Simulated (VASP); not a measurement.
A run of VASP 6.6.1:

INCAR

```
SYSTEM = Ta2Mo
ALGO = Fast
EDIFF = 1E-6
ENCUT = 520
GGA = PE
ISIF = 2
ISMEAR = 0
LASPH = .TRUE.
LCHARG = .FALSE.
LREAL = .FALSE.
LWAVE = .FALSE.
NBANDS = 45
NELM = 60
PREC = Accurate
SIGMA = 0.1
```

The input KPOINTS:

```
k-points
0
G
  4 4 6
  0 0 0
```

Contents of POSCAR:

```
Ta2Mo
1.0
    6.2408337693      0.0000000000      0.0000000000
    0.0000000000      4.4841608244      0.0000000000
    0.0000000000      0.0000000000      4.3947760360
Ta Mo
4 2
Direct
    0.2507271949      0.9999203448      0.5000000000
    0.7507271949      0.5000796552      0.0000000000
    0.7492728051      0.0000796552      0.5000000000
    0.2492728051      0.4999203448      0.0000000000
    0.5000000000      0.5000000000      0.5000000000
    0.0000000000      0.0000000000      0.0000000000
```

Potentials or basis: VASP PAW PBE potentials, release 64 (Ta_pv, Mo_sv).

Launch:

```bash
$ cat potpaw_PBE.64/Ta_pv/POTCAR potpaw_PBE.64/Mo_sv/POTCAR > POTCAR
$ mpirun -np 1 vasp_std > vasp.out
```

Hardware: 1 thread of Intel(R) Xeon(R) 6975P-C (Granite Rapids) (shared host).

Estimate the wall time of this run.

It took 2.1 min on 1 thread of Intel(R) Xeon(R) 6975P-C (Granite Rapids), on a shared host, peak memory 0.33 GiB. Counts: scf iterations 19, k points 36.
